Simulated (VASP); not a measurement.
# Na2S (R-3m) in VASP: single point with HSE06

Aim: the single point of Na2S with HSE06.

Everything below comes from runs of VASP 6.6.1. Logs are shortened: lines on timing, memory, paths and dates and some standing lists are left out, and cuts for length are marked.

### 1 The cell of the first run

It takes space group R-3m (No. 166, trigonal). Conventional cell: a = 4.604 Å, b = 4.604 Å, c = 11.446 Å, α = 90.00°, β = 90.00°, γ = 120.00°. S (site symmetry -3m) has 8 Na at 2.83 to 2.86 Å within 3.7 Å. Na (site symmetry 3m) has 4 S at 2.83 to 2.86 Å and 6 Na at 3.26 to 3.28 Å within 3.7 Å.

### 2 Single point, HSE06 (strain along [111] +1.5%)

The input, POSCAR:

```
Na2S
1.0
    0.0325543245      3.2879867753      3.2879867753
    3.2879867753      0.0325543245      3.2879867753
    3.2879867753      3.2879867753      0.0325543245
S Na
1 2
Direct
    0.0000000000      0.0000000000      0.0000000000
    0.2494808621      0.2494808621      0.2494808621
    0.7505191379      0.7505191379      0.7505191379
```

The input, INCAR.step1:

```
SYSTEM = Na2S
PREC     = Accurate       ! precision mode
ENCUT    = 400            ! plane-wave cutoff, eV
EDIFF    = 1E-5           ! SCF threshold, eV
ISMEAR   = 0              ! smearing method
SIGMA    = 0.01           ! smearing width, eV
LREAL    = .FALSE.        ! projectors in reciprocal space
LASPH    = .TRUE.         ! aspherical terms in the spheres
NELM     = 120            ! most SCF steps
ALGO     = Normal         ! electronic algorithm
ISIF     = 2              ! what is computed and relaxed
LWAVE    = .TRUE.         ! write WAVECAR
NBANDS   = 17             ! bands
GGA      = PE             ! functional
GGA_COMPAT= .FALSE.      
KPAR     = 4
```

The input, INCAR.step2:

```
SYSTEM = Na2S
PREC     = Accurate       ! precision mode
ENCUT    = 400            ! plane-wave cutoff, eV
EDIFF    = 1E-6           ! SCF threshold, eV
ISMEAR   = 0              ! smearing method
SIGMA    = 0.01           ! smearing width, eV
LREAL    = .FALSE.        ! projectors in reciprocal space
LASPH    = .TRUE.         ! aspherical terms in the spheres
NELM     = 120            ! most SCF steps
ALGO     = Normal         ! electronic algorithm
ISIF     = 2              ! what is computed and relaxed
LWAVE    = .FALSE.        ! write WAVECAR
LCHARG   = .TRUE.         ! write CHGCAR
GGA      = PE             ! functional
LHFCALC  = .TRUE.         ! exact exchange
HFSCREEN = 0.2079         ! screening, 1/A
PRECFOCK = Normal       
LVHAR    = .TRUE.       
NBANDS   = 17             ! bands
ISTART   = 1            
GGA_COMPAT= .FALSE.      
KPAR     = 4
```

The input, KPOINTS:

```
regular mesh
0
G
  6 6 6
  0 0 0
```

Potentials or basis: VASP PAW PBE potentials, release 64 (S, Na_pv).

On the command line:

```bash
$ cat potpaw_PBE.64/S/POTCAR potpaw_PBE.64/Na_pv/POTCAR > POTCAR
$ cp INCAR.step1 INCAR
$ mpirun -np 4 vasp_std > vasp.out
$ cp INCAR.step2 INCAR
$ mpirun -np 4 vasp_std > vasp.out
```

OUTCAR:

```text
SYSTEM = Na2S
   PREC = Accurate
   ENCUT = 400
   EDIFF = 1E-6
   ISMEAR = 0
   LREAL = .FALSE.
   LASPH = .TRUE.
   NELM = 120
   ISIF = 2
   GGA = PE
   LHFCALC = .TRUE.
   HFSCREEN = 0.2079
   PRECFOCK = Normal
   ISTART = 1

 ion  position               nearest neighbor table
   1  0.000  0.000  0.000-
   2  0.249  0.249  0.249-
   3  0.751  0.751  0.751-

  LATTYP: Found a trigonal (rhomboedric) cell.
 ALAT       =     4.6500294465
 COS(alpha) =     0.5098759986

  Lattice vectors:

 A1 = (   0.0325543245,   3.2879867753,   3.2879867753)
 A2 = (   3.2879867753,   0.0325543245,   3.2879867753)
 A3 = (   3.2879867753,   3.2879867753,   0.0325543245)

Analysis of symmetry for initial positions (statically):
=====================================================================
 Subroutine PRICEL returns:
 Original cell was already a primitive cell.

 Routine SETGRP: Setting up the symmetry group for a
 trigonal (rhombohedral) supercell.

 Subroutine GETGRP returns: Found 12 space group operations
 (whereof 12 operations were pure point group operations)
 out of a pool of 12 trial point group operations.

The static configuration has the point symmetry D_3d.

Analysis of symmetry for dynamics (positions and initial velocities):
=====================================================================
 Subroutine PRICEL returns:
 Original cell was already a primitive cell.

 Routine SETGRP: Setting up the symmetry group for a
 trigonal (rhombohedral) supercell.

 Subroutine GETGRP returns: Found 12 space group operations
 (whereof 12 operations were pure point group operations)
 out of a pool of 12 trial point group operations.

The dynamic configuration has the point symmetry D_3d.

 Subroutine INISYM returns: Found 12 space group operations
 (whereof 12 operations are pure point group operations),
 and found     1 'primitive' translations

----------------------------------------------------------------------------------------

                                     Primitive cell

  volume of cell :      70.0361

  direct lattice vectors                    reciprocal lattice vectors
     0.032554325  3.287986775  3.287986775    -0.154346024  0.152832827  0.152832827
     3.287986775  0.032554325  3.287986775     0.152832827 -0.154346024  0.152832827
     3.287986775  3.287986775  0.032554325     0.152832827  0.152832827 -0.154346024

  length of vectors
     4.650029446  4.650029446  4.650029446     0.265590740  0.265590740  0.265590740

  position of ions in fractional coordinates (direct lattice)
     0.000000000  0.000000000  0.000000000
     0.249480862  0.249480862  0.249480862
     0.750519138  0.750519138  0.750519138

  ion indices of the primitive-cell ions
   primitive index   ion index
                 1           1
                 2           2
                 3           3

----------------------------------------------------------------------------------------

 KPOINTS: regular mesh

Automatic generation of k-mesh.
 Grid dimensions read from file:
 generate k-points for:    6    6    6

 Generating k-lattice:

  Cartesian coordinates                     Fractional coordinates (reciprocal lattice)
    -0.025724337  0.025472138  0.025472138     0.166666667  0.000000000  0.000000000
     0.025472138 -0.025724337  0.025472138     0.000000000  0.166666667  0.000000000
     0.025472138  0.025472138 -0.025724337     0.000000000  0.000000000  0.166666667

  Length of vectors
     0.044265123  0.044265123  0.044265123

  Shift w.r.t. Gamma in fractional coordinates (k-lattice)
     0.000000000  0.000000000  0.000000000

 Subroutine IBZKPT returns following result:
 ===========================================

 Found     32 irreducible k-points:

 Following reciprocal coordinates:
            Coordinates               Weight
  0.000000  0.000000  0.000000      1.000000
  0.166667  0.000000 -0.000000      6.000000
  0.333333  0.000000 -0.000000      6.000000
  0.500000  0.000000  0.000000      3.000000
  0.166667  0.166667 -0.000000      6.000000
  0.333333  0.166667 -0.000000     12.000000
[... 16 lines left out ...]
  0.500000  0.500000  0.166667      6.000000
 -0.333333  0.500000  0.166667     12.000000
 [... further k-points ...]
   k-points           NKPTS =     32   k-points in BZ     NKDIM =    216   number of bands    NBANDS=     17
   number of dos      NEDOS =    301   number of ions     NIONS =      3
   total plane-waves  NPLWV =  27000
   dimension x,y,z NGX =    30 NGY =   30 NGZ =   30
   dimension x,y,z NGXF=    60 NGYF=   60 NGZF=   60
   ions per type =               1   2
   NGX,Y,Z   is equivalent  to a cutoff of  10.73, 10.73, 10.73 a.u.
   NGXF,Y,Z  is equivalent  to a cutoff of  21.45, 21.45, 21.45 a.u.
 SYSTEM =  Na2S
   PREC   = accura    normal or accurate (medium, high low for compatibility)
   ISTART =      1    job   : 0-new  1-cont  2-samecut
   ICHARG =      0    charge: 1-file 2-atom 10-const
   ISPIN  =      1    spin polarized calculation?
   LNONCOLLINEAR =      F non collinear calculations
   LSORBIT =      F    spin-orbit coupling
   LASPH  =      T    aspherical Exc in radial PAW
   ENCUT  =  400.0 eV  29.40 Ry    5.42 a.u.   7.58  7.58  7.58*2*pi/ulx,y,z
   NELM   =    120;   NELMIN=  2; NELMDL=  0     # of ELM steps
   EDIFF  = 0.1E-05   stopping-criterion for ELM
   LREAL  =      F    real-space projection
   EDIFFG = 0.1E-04   stopping-criterion for IOM
   NSW    =      0    number of steps for IOM
   IBRION =     -1    ionic relax: 0-MD 1-quasi-New 2-CG
   NFREE  =      0    steps in history (QN), initial steepest desc. (CG)
   ISIF   =      2    stress and relaxation
   ISYM   =      3    0-nonsym 1-usesym 2-fastsym
   POTIM  = 0.5000    time-step for ionic-motion
   TEBEG  =    0.0;   TEEND  =   0.0 temperature during run
   PSTRESS=    0.0 pullay stress
   NELECT =      20.0000    total number of electrons
   NUPDOWN=      -1.0000    fix difference up-down
   EMIN   =  10.00;   EMAX   =-10.00  energy-range for DOS
   EFERMI =   0.00;   METHOD = LEGACY
   ISMEAR =     0;   SIGMA  =   0.01  broadening in eV -4-tet -1-fermi 0-gaus
   EFERMI_NEDOS =   21; number of points for ismear=-14 and -15
   IALGO  =     38    algorithm
   IMIX   =      1    mixing-type and parameters
     AMIX     =   0.40;   BMIX     =  1.00
     AMIX_MAG =   1.60;   BMIX_MAG =  1.00
  volume/ion in A,a.u.               =      23.35       157.54
  Fermi-wavevector in a.u.,A,eV,Ry     =   1.078063  2.037244 15.812960  1.162220
  Thomas-Fermi vector in A             =   2.213992
   LORBIT       =      0    0 simple, 1 ext, 2 COOP (PROOUT), +10 PAW based schemes
   GGA     = PE    functional components
   LHFCALC =     T    Hartree Fock is set to
   PRECFOCK=normal    Normal, Fast or Accurate (Low or Medium for compatibility)
   ENCUT4O =  -1.0   cutoff for four orbital integrals eV
   NKREDX  =     1    reduce k-point grid by
   NKREDY  =     1    reduce k-point grid by
   NKREDZ  =     1    reduce k-point grid by
   AEXX    =    0.2500 exact exchange contribution
   HFSCREEN=    0.2079 screening length (either q_TF or 0.3 A-1)
   HFSCREENC=   0.2079 screening length for correlation (either q_TF or 0.3 A-1)
   ENCUTFOCK=  -1.0 apply spherical cutoff to Coloumb kernel
   IVDW    =     0    specifies the selected vdW correction
   LEPSILON=     F    determine dielectric tensor
   LRPA    =     F    only Hartree local field effects (RPA)
 non-spin polarized calculation
 Gauss-broadening in eV      SIGMA  =   0.01
  energy-cutoff  :      400.00
  volume of cell :       70.04
 maximum number of plane-waves:      1288
  NGX = 24; NGY = 24; NGZ = 24

 number of electron      19.9999968 magnetization

 Free energy of the ion-electron system (eV)
  ---------------------------------------------------
  ext. energy  EPLUGINS =         0.00000000
  ---------------------------------------------------
  free energy    TOTEN  =       -11.50262543 eV

  energy without entropy =      -11.50262543  energy(sigma->0) =      -11.50262543

 E-fermi :  -0.3572     XC(G=0):  -6.5344

 val. band max:       -0.5213177785   @ k =   0.0000   0.0000   0.0000
 cond. band min:       2.9262013500   @ k =   0.0000   0.0000   0.0000
 fundamental gap:      3.4475191285
 Fermi energy:        -0.3571596736

 k-point     1 :       0.0000    0.0000    0.0000
  band No.  band energies     occupation
      1     -25.0958      2.00000
      2     -25.0939      2.00000
      3     -25.0939      2.00000
      4     -25.0449      2.00000
      5     -25.0449      2.00000
      6     -25.0443      2.00000
[... 9 lines left out ...]
     16      10.0494      0.00000
     17      11.8411      0.00000

 k-point     2 :       0.1667    0.0000   -0.0000
  band No.  band energies     occupation
      1     -25.0929      2.00000
      2     -25.0920      2.00000
      3     -25.0909      2.00000
      4     -25.0503      2.00000
      5     -25.0486      2.00000
      6     -25.0484      2.00000
[... 9 lines left out ...]
     16       9.5848      0.00000
     17      11.2224      0.00000

 k-point     3 :       0.3333    0.0000   -0.0000
  band No.  band energies     occupation
      1     -25.0864      2.00000
      2     -25.0835      2.00000
      3     -25.0825      2.00000
      4     -25.0624      2.00000
      5     -25.0583      2.00000
      6     -25.0582      2.00000
[... 9 lines left out ...]
     16      10.5574      0.00000
     17      11.0838      0.00000

 k-point     4 :       0.5000    0.0000    0.0000
  band No.  band energies     occupation
      1     -25.0785      2.00000
      2     -25.0732      2.00000
      3     -25.0722      2.00000
      4     -25.0708      2.00000
      5     -25.0703      2.00000
      6     -25.0697      2.00000
[... 9 lines left out ...]
     16      12.1481      0.00000
     17      12.3306      0.00000
[... 343 lines left out ...]
      1     -25.1066      2.00000
      2     -25.0978      2.00000
      3     -25.0864      2.00000
      4     -25.0573      2.00000
      5     -25.0495      2.00000
      6     -25.0383      2.00000
[... 9 lines left out ...]
     16      11.9435      0.00000
     17      12.9973      0.00000

 k-point    23 :       0.5000    0.5000    0.1667
  band No.  band energies     occupation
      1     -25.1132      2.00000
      2     -25.1020      2.00000
      3     -25.1004      2.00000
      4     -25.0430      2.00000
      5     -25.0424      2.00000
      6     -25.0371      2.00000
[... 9 lines left out ...]
     16      12.4818      0.00000
     17      12.8048      0.00000

 k-point    24 :      -0.3333    0.5000    0.1667
  band No.  band energies     occupation
      1     -25.1167      2.00000
      2     -25.1084      2.00000
      3     -25.0888      2.00000
      4     -25.0551      2.00000
      5     -25.0366      2.00000
      6     -25.0335      2.00000
[... 9 lines left out ...]
     16      11.9676      0.00000
     17      12.7437      0.00000

 [... further k-points ...]
[... 5 lines left out ...]
  --------------------------------------------------------------------------------------
  -------------------------------------------------------------------------------------
  Total       -0.1877026     -0.1877026     -0.1877026     -0.0810732     -0.0810732     -0.0810732
  in kB       -4.2939682     -4.2939682     -4.2939682     -1.8546657     -1.8546657     -1.8546657
  external PRESSURE =      -4.2939682 kB  Pullay stress =       0.0000000 kB

 VOLUME and BASIS-vectors are now :
 -----------------------------------------------------------------------------
  energy-cutoff  :      400.00
  volume of cell :       70.04
      direct lattice vectors                 reciprocal lattice vectors
     0.032554325  3.287986775  3.287986775    -0.154346024  0.152832827  0.152832827
     3.287986775  0.032554325  3.287986775     0.152832827 -0.154346024  0.152832827
     3.287986775  3.287986775  0.032554325     0.152832827  0.152832827 -0.154346024

 POSITION                                       TOTAL-FORCE (eV/Angst)
 -----------------------------------------------------------------------------------
      0.00000      0.00000      0.00000        -0.000000      0.000000      0.000000
      1.64870      1.64870      1.64870        -0.001630     -0.001630     -0.001630
      4.95983      4.95983      4.95983         0.001630      0.001630      0.001630
 -----------------------------------------------------------------------------------
    total drift:                                0.000000      0.000000     -0.000000

  FREE ENERGIE OF THE ION-ELECTRON SYSTEM (eV)
  ---------------------------------------------------
  free  energy   TOTEN  =       -11.5026254304 eV

  energy  without entropy=      -11.5026254304  energy(sigma->0) =      -11.50262543
```

It took 19 min on 4 MPI ranks of AMD EPYC 9R45 (Zen 5), shared host; peak memory 0.26 GiB.

Results:

- Free energy: -11.5026 eV
- Pressure: -0.4 GPa
- Band gap on the k mesh: 3.45 eV

Forces in eV/Å, atoms in the order of the input:
```
S    0.000  0.000  0.000
Na  -0.002 -0.002 -0.002
Na   0.002  0.002  0.002
```

Stress tensor (GPa, compression positive):
```
-0.43 -0.19 -0.19
-0.19 -0.43 -0.19
-0.19 -0.19 -0.43
```

Caveat: the cell differs from its parent crystal (strain along [111] +1.5%); the structure was generated, so it needn't be the stable form of Na2S; the PAW data sets were made with another functional, which shifts forces and pressure a little.
